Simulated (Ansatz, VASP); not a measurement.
Li2S: VASP beside Ansatz

The input INCAR:

```
SYSTEM = Li2S
ALGO     = Normal         ! electronic algorithm
EDIFF    = 1E-6           ! SCF threshold, eV
ENCUT    = 750            ! plane-wave cutoff, eV
GGA      = PS             ! functional
GGA_COMPAT= .FALSE.      
ISIF     = 2              ! what is computed and relaxed
ISMEAR   = 0              ! smearing method
LASPH    = .TRUE.         ! aspherical terms in the spheres
LCHARG   = .FALSE.        ! write CHGCAR
LREAL    = .FALSE.        ! projectors in reciprocal space
LWAVE    = .FALSE.        ! write WAVECAR
NBANDS   = 13             ! bands
NELM     = 120            ! most SCF steps
PREC     = Accurate       ! precision mode
SIGMA    = 0.01           ! smearing width, eV
```

Contents of KPOINTS:

```
k-points
0
G
  6 6 6
  0 0 0
```

POSCAR

```
Li2S
1.0
    0.0000000000      2.8273105275      2.8414470801
    2.8273105275      0.0000000000      2.8414470801
    2.8273105275      2.8273105275      0.0000000000
Li S
2 1
Direct
    0.2500000000      0.2500000000      0.2500000000
    0.7500000000      0.7500000000      0.7500000000
    0.0000000000      0.0000000000      0.0000000000
```

Input for Ansatz:

```yaml
crystal:
  lattice:
    - [0.0, 2.8273105275, 2.84144708014]
    - [2.8273105275, 0.0, 2.84144708014]
    - [2.8273105275, 2.8273105275, 0.0]
  atoms:
    - { symbol: Li, position: [0.25, 0.25, 0.25] }
    - { symbol: Li, position: [0.75, 0.75, 0.75] }
    - { symbol: S, position: [0.0, 0.0, 0.0] }
kpoints:
  mp_grid: { grid: [6, 6, 6] }
scf:
  occupations: { method: fixed }
  convergence: { dr2_threshold: 1.0e-10 }
hamiltonian:
  xc: pbesol
  pseudopotentials: { kind: all_electron, lapw: { basis_error: 0.0005 } }
output:
  forces: true
  stress: true
  eigenstates:
    kpoints:
      - [0.0, 0.0, 0.0]
      - [0.0, -0.5, -0.5]
      - [-0.5, 0.0, -0.5]
      - [-0.5, -0.5, 0.0]
      - [-0.5, 0.0, 0.0]
      - [0.0, -0.5, 0.0]
      - [0.0, 0.0, -0.5]
      - [-0.5, -0.5, -0.5]
  eigenvalues: true
```

Change from the starting cell: z stretched by +0.5 %, x and y held.

Alike in both runs: task single point; functional PBEsol; k mesh 6 × 6 × 6; no spin polarisation.

|  | VASP | Ansatz |
| --- | --- | --- |
| version | VASP 6.6.1 | Ansatz 0.2.0 |
| potentials or method | VASP PAW PBE potentials, release 64 (Li_sv, S), cutoff 750 eV | all-electron LAPW, scalar-relativistic |
| occupations | gaussian, width 0.01 eV | fixed |

|  | VASP | Ansatz | Ansatz less VASP |
| --- | --- | --- | --- |
| gap on the k mesh at the Fermi level (eV) | 3.20 | 3.20 | +0.001 |
| pressure (GPa) | -0.3 | -0.2 | +0.03 |
| traceless stress, the component that is largest in VASP (GPa) | -0.22 | -0.22 | -0.001 |

VASP's potentials were made for PBE, not for PBEsol. Ansatz ran all-electron here, and VASP with PAW potentials.
